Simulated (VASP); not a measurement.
# Ca3Zr3N2: single point with PBE

Crystal: Ca3Zr3N2.

```xyz
8
Lattice="3.4239 0.0000 0.0000 -1.7119 2.9651 0.0000 0.0000 0.0000 17.0685" Properties=species:S:1:pos:R:3 pbc="T T T"
Ca    1.7119    0.9884    5.3036
Ca    0.0000    1.9768   11.7649
Ca    0.0000    0.0000    8.5343
Zr    0.0000    0.0000    0.0000
Zr    0.0000    1.9768    2.3646
Zr    1.7119    0.9884   14.7040
N     0.0000    1.9768   15.7303
N     1.7119    0.9884    1.3383
```

```
Program                : VASP 6.6.1
Task                   : single point
Functional             : PBE
Potentials or basis    : VASP PAW PBE potentials, release 64 (Ca_sv, Zr_sv, N)
Cutoff                 : 600 eV
k mesh                 : 12 × 12 × 2
Occupations            : gaussian, width 0.1 eV
Spin                   : no spin polarisation
Dipole correction      : no
Further INCAR settings : ALGO = Normal; EDIFF = 1e-06; NBANDS = 48
```

* Pressure: 2.0 GPa
* Largest force: 0.017 eV/Å
* Band gap on the k mesh: zero (bands 38 and 39 overlap by 0.55 eV)

Forces in eV/Å, atoms in the order of the input:
```
Ca   0.000  0.000  0.003
Ca   0.000  0.000 -0.003
Ca   0.000  0.000  0.000
Zr   0.000  0.000  0.000
Zr   0.000  0.000  0.017
Zr   0.000  0.000 -0.017
N    0.000  0.000  0.006
N    0.000  0.000 -0.006
```

Levels at points of the mesh, in eV from the Fermi level:
```
           k point  band 35  band 36  band 37  band 38  band 39  band 40  band 41  band 42
(0.00, 0.00, 0.00)    -2.57    -0.82    -0.39    -0.39    -0.36     0.69     1.03     1.43
(0.50, 0.00, 0.00)    -0.95    -0.75    -0.31    -0.28     0.30     0.34     0.75     1.03
(0.00, 0.00, 0.50)    -2.44    -1.04    -0.39    -0.39    -0.07     0.67     0.79     1.46
(0.50, 0.00, 0.50)    -0.94    -0.75    -0.32    -0.25     0.23     0.37     0.78     0.98
```

It took 14 min on 1 thread of Oxide Virtual Turin-like Processor, on a shared host, peak memory 0.51 GiB.
